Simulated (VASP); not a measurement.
# Dy2Ti (R-3m) in VASP: single point with PBE

Aim: the single point of Dy2Ti with PBE.

Everything below comes from runs of VASP 6.6.1. Logs are shortened: lines on timing, memory, paths and dates and some standing lists are left out, and cuts for length are marked.

**1. The cell of the first run**

Symmetry: R-3m, No. 166, trigonal system. The conventional cell has a = 5.498 Å, b = 5.498 Å, c = 9.241 Å, α = 90.00°, β = 90.00°, γ = 120.00°. Within 3.9 Å of Dy (site symmetry 3m) lie 4 Ti at 2.97 to 3.18 Å and 4 Dy at 3.18 to 3.30 Å. Within 3.9 Å of Ti (site symmetry -3m) lie 8 Dy at 2.97 to 3.18 Å.

The cell was generated, and may not be a known phase.

**2. Single point, PBE**

The input, INCAR:

```
SYSTEM = Dy2Ti
PREC = Accurate ; ENCUT = 500
EDIFF = 1E-6 ; ISMEAR = 0
SIGMA = 0.2 ; LREAL = .FALSE.
LASPH = .TRUE. ; NELM = 200
ALGO = Normal ; ISIF = 2
LWAVE = .FALSE. ; LCHARG = .FALSE.
GGA = PE ; NBANDS = 22
GGA_COMPAT = .FALSE. ; LMAXMIX = 6
```

The input, KPOINTS:

```
Automatic mesh
0
G
  5 5 5
  0 0 0
```

The input, POSCAR:

```
Dy2Ti
1.0
    2.7489387809      1.5871005433      3.0801890598
   -2.7489387809      1.5871005433      3.0801890598
    0.0000000000     -3.1742010920      3.0801890570
Dy Ti
2 1
Direct
    0.8216860084      0.8216860084      0.8216860084
    0.1783139916      0.1783139916      0.1783139916
    0.5000000000      0.5000000000      0.5000000000
```

Potentials or basis: VASP PAW PBE potentials, release 64 (Dy_3, Ti_sv), 4f in core.

Run with:

```console
$ cat potpaw_PBE.64/Dy_3/POTCAR potpaw_PBE.64/Ti_sv/POTCAR > POTCAR
$ mpirun -np 1 vasp_std > vasp.out
```

OUTCAR:

```text
SYSTEM = Dy2Ti
   PREC = Accurate
   ENCUT = 500
   EDIFF = 1E-6
   ISMEAR = 0
   LREAL = .FALSE.
   LASPH = .TRUE.
   NELM = 200
   ISIF = 2
   GGA = PE

 ion  position               nearest neighbor table
   1  0.822  0.822  0.822-   3 2.97   3 3.18   3 3.18   3 3.18   2 3.18   2 3.18   2 3.18   2 3.30

   2  0.178  0.178  0.178-   3 2.97   3 3.18   3 3.18   3 3.18   1 3.18   1 3.18   1 3.18   1 3.30

   3  0.500  0.500  0.500-   1 2.97   2 2.97   2 3.18   1 3.18   2 3.18   2 3.18   1 3.18   1 3.18

  LATTYP: Found a trigonal (rhomboedric) cell.
 ALAT       =     4.4230212751
 COS(alpha) =     0.2274580432

  Lattice vectors:

 A1 = (   2.7489387809,   1.5871005433,   3.0801890598)
 A2 = (  -2.7489387809,   1.5871005433,   3.0801890598)
 A3 = (   0.0000000000,  -3.1742010920,   3.0801890570)

Analysis of symmetry for initial positions (statically):
=====================================================================
 Subroutine PRICEL returns:
 Original cell was already a primitive cell.

 Routine SETGRP: Setting up the symmetry group for a
 trigonal (rhombohedral) supercell.

 Subroutine GETGRP returns: Found 12 space group operations
 (whereof 12 operations were pure point group operations)
 out of a pool of 12 trial point group operations.

The static configuration has the point symmetry D_3d.

Analysis of symmetry for dynamics (positions and initial velocities):
=====================================================================
 Subroutine PRICEL returns:
 Original cell was already a primitive cell.

 Routine SETGRP: Setting up the symmetry group for a
 trigonal (rhombohedral) supercell.

 Subroutine GETGRP returns: Found 12 space group operations
 (whereof 12 operations were pure point group operations)
 out of a pool of 12 trial point group operations.

The dynamic configuration has the point symmetry D_3d.

 Subroutine INISYM returns: Found 12 space group operations
 (whereof 12 operations are pure point group operations),
 and found     1 'primitive' translations

----------------------------------------------------------------------------------------

                                     Primitive cell

  volume of cell :      80.6303

  direct lattice vectors                    reciprocal lattice vectors
     2.748938781  1.587100543  3.080189060     0.181888372  0.105013301  0.108218466
    -2.748938781  1.587100543  3.080189060    -0.181888372  0.105013301  0.108218466
     0.000000000 -3.174201092  3.080189057     0.000000000 -0.210026601  0.108218465

  length of vectors
     4.423021275  4.423021275  4.423021275     0.236267665  0.236267665  0.236267665

  position of ions in fractional coordinates (direct lattice)
     0.821686008  0.821686008  0.821686008
     0.178313992  0.178313992  0.178313992
     0.500000000  0.500000000  0.500000000

  ion indices of the primitive-cell ions
   primitive index   ion index
                 1           1
                 2           2
                 3           3

----------------------------------------------------------------------------------------

 KPOINTS: Automatic mesh

Automatic generation of k-mesh.
 Grid dimensions read from file:
 generate k-points for:    5    5    5

 Generating k-lattice:

  Cartesian coordinates                     Fractional coordinates (reciprocal lattice)
     0.036377674  0.021002660  0.021643693     0.200000000  0.000000000  0.000000000
    -0.036377674  0.021002660  0.021643693     0.000000000  0.200000000  0.000000000
     0.000000000 -0.042005320  0.021643693     0.000000000  0.000000000  0.200000000

  Length of vectors
     0.047253533  0.047253533  0.047253533

  Shift w.r.t. Gamma in fractional coordinates (k-lattice)
     0.000000000  0.000000000  0.000000000

 Subroutine IBZKPT returns following result:
 ===========================================

 Found     19 irreducible k-points:

 Following reciprocal coordinates:
            Coordinates               Weight
  0.000000  0.000000  0.000000      1.000000
  0.200000  0.000000  0.000000      6.000000
  0.400000 -0.000000  0.000000      6.000000
  0.200000  0.200000  0.000000      6.000000
  0.400000  0.200000  0.000000     12.000000
 -0.400000  0.200000  0.000000     12.000000
[... 11 lines left out ...]
  0.400000  0.400000  0.400000      2.000000
 -0.400000  0.400000  0.400000      6.000000
   k-points           NKPTS =     19   k-points in BZ     NKDIM =     19   number of bands    NBANDS=     22
   number of dos      NEDOS =    301   number of ions     NIONS =      3
   total plane-waves  NPLWV =  32768
   dimension x,y,z NGX =    32 NGY =   32 NGZ =   32
   dimension x,y,z NGXF=    64 NGYF=   64 NGZF=   64
   ions per type =               2   1
   NGX,Y,Z   is equivalent  to a cutoff of  12.03, 12.03, 12.03 a.u.
   NGXF,Y,Z  is equivalent  to a cutoff of  24.06, 24.06, 24.06 a.u.
 SYSTEM =  Dy2Ti
   PREC   = accura    normal or accurate (medium, high low for compatibility)
   ISTART =      0    job   : 0-new  1-cont  2-samecut
   ICHARG =      2    charge: 1-file 2-atom 10-const
   ISPIN  =      1    spin polarized calculation?
   LNONCOLLINEAR =      F non collinear calculations
   LSORBIT =      F    spin-orbit coupling
   LASPH  =      T    aspherical Exc in radial PAW
   ENCUT  =  500.0 eV  36.75 Ry    6.06 a.u.   8.06  8.06  8.06*2*pi/ulx,y,z
   NELM   =    200;   NELMIN=  2; NELMDL= -5     # of ELM steps
   EDIFF  = 0.1E-05   stopping-criterion for ELM
   LREAL  =      F    real-space projection
   EDIFFG = 0.1E-04   stopping-criterion for IOM
   NSW    =      0    number of steps for IOM
   IBRION =     -1    ionic relax: 0-MD 1-quasi-New 2-CG
   NFREE  =      0    steps in history (QN), initial steepest desc. (CG)
   ISIF   =      2    stress and relaxation
   ISYM   =      2    0-nonsym 1-usesym 2-fastsym
   POTIM  = 0.5000    time-step for ionic-motion
   TEBEG  =    0.0;   TEEND  =   0.0 temperature during run
   PSTRESS=    0.0 pullay stress
   NELECT =      30.0000    total number of electrons
   NUPDOWN=      -1.0000    fix difference up-down
   EMIN   =  10.00;   EMAX   =-10.00  energy-range for DOS
   EFERMI =   0.00;   METHOD = LEGACY
   ISMEAR =     0;   SIGMA  =   0.20  broadening in eV -4-tet -1-fermi 0-gaus
   EFERMI_NEDOS =   21; number of points for ismear=-14 and -15
   IALGO  =     38    algorithm
   IMIX   =      4    mixing-type and parameters
     AMIX     =   0.40;   BMIX     =  1.00
     AMIX_MAG =   1.60;   BMIX_MAG =  1.00
  volume/ion in A,a.u.               =      26.88       181.37
  Fermi-wavevector in a.u.,A,eV,Ry     =   1.177468  2.225092 18.863545  1.386431
  Thomas-Fermi vector in A             =   2.313814
   LORBIT       =      0    0 simple, 1 ext, 2 COOP (PROOUT), +10 PAW based schemes
   GGA     = PE    functional components
   LHFCALC =     F    Hartree Fock is set to
   AEXX    =    0.0000 exact exchange contribution
   IVDW    =     0    specifies the selected vdW correction
   LEPSILON=     F    determine dielectric tensor
   LRPA    =     F    only Hartree local field effects (RPA)
 non-spin polarized calculation
 Gauss-broadening in eV      SIGMA  =   0.20
  energy-cutoff  :      500.00
  volume of cell :       80.63
 maximum number of plane-waves:      2066
   NGX = 17   NGY = 17   NGZ = 17

 number of electron      29.9999996 magnetization

 Free energy of the ion-electron system (eV)
  ---------------------------------------------------
  ext. energy  EPLUGINS =         0.00000000
  ---------------------------------------------------
  free energy    TOTEN  =       -15.21048430 eV

  energy without entropy =      -15.05859280  energy(sigma->0) =      -15.13453855

 E-fermi :   3.9787     XC(G=0): -10.1904

 val. band max:        3.9709937602   @ k =  -0.4000   0.2000   0.0000
 cond. band min:       3.9959918980   @ k =  -0.4000   0.4000   0.0000
 fundamental gap:      0.0249981378
 Fermi energy:         3.9787012523

 k-point     1 :       0.0000    0.0000    0.0000
  band No.  band energies     occupation
      1     -52.8410      2.00000
      2     -29.1692      2.00000
      3     -29.0749      2.00000
      4     -29.0749      2.00000
      5     -19.1930      2.00000
      6     -19.1930      2.00000
[... 14 lines left out ...]
     21       6.5836      0.00000
     22       6.5836      0.00000

 k-point     2 :       0.2000    0.0000    0.0000
  band No.  band energies     occupation
      1     -52.8410      2.00000
      2     -29.1699      2.00000
      3     -29.0753      2.00000
      4     -29.0750      2.00000
      5     -19.2018      2.00000
      6     -19.1635      2.00000
[... 14 lines left out ...]
     21       6.2480      0.00000
     22       6.7932      0.00000

 k-point     3 :       0.4000   -0.0000    0.0000
  band No.  band energies     occupation
      1     -52.8410      2.00000
      2     -29.1711      2.00000
      3     -29.0758      2.00000
      4     -29.0751      2.00000
      5     -19.2153      2.00000
      6     -19.1106      2.00000
[... 14 lines left out ...]
     21       6.6235      0.00000
     22       7.2830      0.00000

 k-point     4 :       0.2000    0.2000    0.0000
  band No.  band energies     occupation
      1     -52.8410      2.00000
      2     -29.1706      2.00000
      3     -29.0763      2.00000
      4     -29.0747      2.00000
      5     -19.2339      2.00000
      6     -19.1437      2.00000
[... 14 lines left out ...]
     21       6.4302      0.00000
     22       6.7029      0.00000

 k-point     5 :       0.4000    0.2000    0.0000
  band No.  band energies     occupation
      1     -52.8409      2.00000
      2     -29.1718      2.00000
      3     -29.0770      2.00000
      4     -29.0747      2.00000
      5     -19.2649      2.00000
      6     -19.1067      2.00000
[... 292 lines left out ...]
 k-point    17 :      -0.4000   -0.4000    0.2000
  band No.  band energies     occupation
      1     -52.8409      2.00000
      2     -29.1738      2.00000
      3     -29.0784      2.00000
      4     -29.0751      2.00000
      5     -19.2860      2.00000
      6     -19.1808      2.00000
[... 14 lines left out ...]
     21       5.9660      0.00000
     22       7.0829      0.00000

 k-point    18 :       0.4000    0.4000    0.4000
  band No.  band energies     occupation
      1     -52.8408      2.00000
      2     -29.1751      2.00000
      3     -29.0776      2.00000
      4     -29.0776      2.00000
      5     -19.2335      2.00000
      6     -19.2335      2.00000
[... 14 lines left out ...]
     21       6.3515      0.00000
     22       6.3739      0.00000

 k-point    19 :      -0.4000    0.4000    0.4000
  band No.  band energies     occupation
      1     -52.8408      2.00000
      2     -29.1751      2.00000
      3     -29.0779      2.00000
      4     -29.0772      2.00000
      5     -19.2494      2.00000
      6     -19.2230      2.00000
[... 14 lines left out ...]
     21       6.1989      0.00000
     22       6.5986      0.00000

------------------------ aborting loop because EDIFF is reached ----------------------------------------

  FORCE on cell =-STRESS in cart. coord.  units (eV):
  Direction    XX          YY          ZZ          XY          YZ          ZX
  --------------------------------------------------------------------------------------
  -------------------------------------------------------------------------------------
  Total        0.1518631      0.1518631      0.2388661      0.0000000     -0.0000000      0.0000000
  in kB        3.0176214      3.0176214      4.7464283      0.0000000     -0.0000000      0.0000000
  external PRESSURE =       3.5938903 kB  Pullay stress =       0.0000000 kB

 VOLUME and BASIS-vectors are now :
 -----------------------------------------------------------------------------
  energy-cutoff  :      500.00
  volume of cell :       80.63
      direct lattice vectors                 reciprocal lattice vectors
     2.748938781  1.587100543  3.080189060     0.181888372  0.105013301  0.108218466
    -2.748938781  1.587100543  3.080189060    -0.181888372  0.105013301  0.108218466
     0.000000000 -3.174201092  3.080189057     0.000000000 -0.210026601  0.108218465

 POSITION                                       TOTAL-FORCE (eV/Angst)
 -----------------------------------------------------------------------------------
      0.00000     -0.00000      7.59284         0.000000      0.000000     -0.002127
      0.00000     -0.00000      1.64772         0.000000     -0.000000      0.002127
      0.00000     -0.00000      4.62028        -0.000000      0.000000     -0.000000
 -----------------------------------------------------------------------------------
    total drift:                                0.000000      0.000000     -0.000000

  FREE ENERGIE OF THE ION-ELECTRON SYSTEM (eV)
  ---------------------------------------------------
  free  energy   TOTEN  =       -15.2104843034 eV

  energy  without entropy=      -15.0585927968  energy(sigma->0) =      -15.13453855
```

Run time: 41 s. Hardware: 1 thread of Intel Xeon 8259CL, shared host; peak memory 0.19 GiB.

What came out:

| Quantity | Value |
| --- | --- |
| Free energy | -15.2105 eV |
| Pressure | 0.4 GPa |
| Band gap on the k mesh | zero (bands 15 and 16 overlap by 0.72 eV) |

Forces in eV/Å, atoms in the order of the input:
```
Dy   0.000  0.000 -0.002
Dy   0.000  0.000  0.002
Ti   0.000  0.000  0.000
```

Caveat: spin-orbit coupling is left out, which moves the levels of the heavy elements; the 4f electrons are frozen in the core, so they carry no moment and show no levels. Spin polarisation is off, so any magnetic state and its effect on volume and gap are missing.

The gap in the log of VASP goes by the Fermi energy; the results here count the filled bands.